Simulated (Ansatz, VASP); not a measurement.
Co in VASP and in Ansatz

File POSCAR:

```
Co
1.0
    2.4013565616      0.0000000000      0.0000000000
   -1.2006782808      2.0796357859      0.0000000000
    0.0000000000      0.0000000000      8.5703741770
Co
4
Direct
    1.0000000000      1.0000000000      0.0000000000
    1.0000000000      0.0000000000      0.5000000000
    0.3333333333      0.6666666667      0.2500000000
    0.6666666667      0.3333333333      0.7500000000
```

INCAR.step1

```
SYSTEM = Co
PREC = Accurate ; ENCUT = 660
ISMEAR = -1 ; SIGMA = 0.05
LREAL = .False. ; LASPH = .True.
NELM = 200 ; ISPIN = 2
MAGMOM = 1.908 1.908 -1.898 -1.898 ; LMAXMIX = 4
NBANDS = 30 ; GGA = PE
ALGO = Normal ; EDIFF = 1E-5
LWAVE = .True. ; LCHARG = .False.
GGA_COMPAT = .False.
```

Contents of INCAR.step2:

```
SYSTEM = Co
PREC = Accurate ; ENCUT = 660
EDIFF = 1E-6 ; ISMEAR = -1
SIGMA = 0.05 ; LREAL = .False.
LASPH = .True. ; NELM = 200
ALGO = Normal ; ISIF = 2
LWAVE = .False. ; LCHARG = .False.
ISPIN = 2 ; MAGMOM = 1.908 1.908 -1.898 -1.898
LORBIT = 11 ; LMAXMIX = 4
METAGGA = R2SCAN ; LMIXTAU = .True.
NBANDS = 30 ; ISTART = 1
GGA_COMPAT = .False.
```

Contents of KPOINTS:

```
Automatic mesh
0
Gamma
  17 17 4
  0 0 0
```

Input for Ansatz:

```yaml
crystal:
  lattice:
    - [2.4013565616, 0.0, 0.0]
    - [-1.2006782808, 2.0796357859, 0.0]
    - [0.0, 0.0, 8.570374177]
  atoms:
    - { symbol: Co, position: [1.0, 1.0, 0.0], spin: 1.908 }
    - { symbol: Co, position: [1.0, 0.0, 0.5], spin: 1.908 }
    - { symbol: Co, position: [0.3333333333, 0.6666666667, 0.25], spin: -1.898 }
    - { symbol: Co, position: [0.6666666667, 0.3333333333, 0.75], spin: -1.898 }
hamiltonian:
  xc: r2scan
  pseudopotentials:
    kind: paw
    azcp:
      Co: "pseudopotentials/Co.paw.azcp"
basis:
  ecutwfc: 500
  fft_grid_basis: typed
kpoints:
  mp_grid: { grid: [17, 17, 4], shift: [0, 0, 0] }
magnetization:
  spin_polarized: true
scf:
  occupations: { method: fermi_dirac, width: 0.05 }
  lower_state_search: "off"
output:
  stress: true
```

Alike in both runs: task single point; functional r2SCAN; k mesh 17 × 17 × 4; occupations fermi-dirac, width 0.05 eV; collinear spin.

|  | VASP | Ansatz |
| --- | --- | --- |
| version | VASP 6.6.1 | Ansatz 0.2.0 |
| potentials or method | VASP PAW PBE potentials, release 64 (Co), cutoff 660 eV | plane waves (500 eV) with PAW, scalar-relativistic |
| valence electrons in the cell | 36 | 68 |

VASP gave:

```
pressure (GPa)                                                : 8.1
traceless stress, the component that is largest in VASP (GPa) : -1.82
net moment per atom (μB)                                      : 0.00
size of the moment on the site where the two differ most (μB) : 1.82
```

Task: What did Ansatz give for the same quantities?

Result: Pressure (GPa): 8.3; traceless stress, the component that is largest in VASP (GPa): -2.14; net moment per atom (μB): 0.01; size of the moment on the site where the two differ most (μB): 1.85.

VASP's potentials were made for PBE, not for r2SCAN. Site moments also hang on the region over which each program counts them. VASP's potentials hold 36 valence electrons a cell and Ansatz's 68, so a difference there can come from the potentials and not from the codes. Ansatz's warnings: stability check not made.
